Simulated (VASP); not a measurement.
Wanted: the native input for a VASP 6.6.1 run.

```
Task                   : single point
Functional             : LDA
Potentials or basis    : VASP PAW LDA potentials, release 64 (Sc_sv, H, O)
Cutoff                 : 520 eV
k mesh                 : 9 × 9 × 9
Occupations            : gaussian, width 0.05 eV
Spin                   : no spin polarisation
Dipole correction      : no
Further INCAR settings : ALGO = Normal; EDIFF = 1e-06; NBANDS = 20
```

The structure of ScHO2 lies in POSCAR:

```
ScHO2
1.0
    1.6387368511      0.9461251621      4.4092793502
   -1.6387368511      0.9461251621      4.4092793502
    0.0000000000     -1.8922503242      4.4092793502
Sc H O
1 1 2
Direct
    0.0000000000      0.0000000000      0.0000000000
    0.5000000000      0.5000000000      0.5000000000
    0.5897010000      0.5897010000      0.5897010000
    0.4102990000      0.4102990000      0.4102990000
```

This cell differs from its parent crystal: ratio of the length along z to the lengths across it x 0.96, volume and fractional coordinates fixed.

One way to write it, as run:

INCAR

```
ALGO = Normal
EDIFF = 1E-6
ENCUT = 520
GGA = CA
ISIF = 2
ISMEAR = 0
LASPH = T
LCHARG = T
LELF = T
LREAL = F
LVHAR = T
LWAVE = F
NBANDS = 20
NELM = 100
PREC = Accurate
SIGMA = 0.05
```

KPOINTS

```
k-points
0
Gamma
  9 9 9
```

Potentials or basis: VASP PAW LDA potentials, release 64 (Sc_sv, H, O).

Run with:

```bash
$ cat potpaw_LDA.64/Sc_sv/POTCAR potpaw_LDA.64/H/POTCAR potpaw_LDA.64/O/POTCAR > POTCAR
$ mpirun -np 1 vasp_std > vasp.out
```

It gave:

```
Pressure               : -7.6 GPa
Largest force          : 0.989 eV/Å
Band gap on the k mesh : 3.76 eV (least direct gap 4.08 eV)
```

Caveat: the stress differs along the axes, from -12 to 2 GPa.

It took 3 min on 1 thread of Intel Xeon 8259CL (shared host), peak memory 0.22 GiB.
